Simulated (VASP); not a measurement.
The system is CdTe.

```
Cd Te
1.0
     0.00000    3.27990    3.29860
     3.27990    0.00000    3.29860
     3.27990    3.27990    0.00000
Cd Te
1 1
Direct
  0.00000 0.00000 0.00000
  0.25000 0.25000 0.25000
```

This cell differs from its parent crystal: uniaxial z strain +0.6%.

Base run:

```yaml
Program: VASP 6.6.1
Functional: r2SCAN
Potentials_or_basis: VASP PAW PBE potentials, release 64 (Cd, Te)
Cutoff: 520 eV
k_mesh: 6 × 6 × 6
Occupations: gaussian, width 0.01 eV
Spin: no spin polarisation
```

Its results: band gap on the k mesh 1.13 eV; pressure -0.1 GPa.

Task: The run is repeated on the same cell with these changes: functional from r2SCAN to PBE; occupations from gaussian, width 0.01 eV to fermi-dirac, width 0.02 eV. What comes out?

Result: Band gap on the k mesh 0.64 eV; pressure 0.9 GPa.

Caveats: spin-orbit coupling is left out, which moves the levels of the heavy elements; the PAW data sets were made with another functional, which shifts forces and pressure a little (at least some runs).

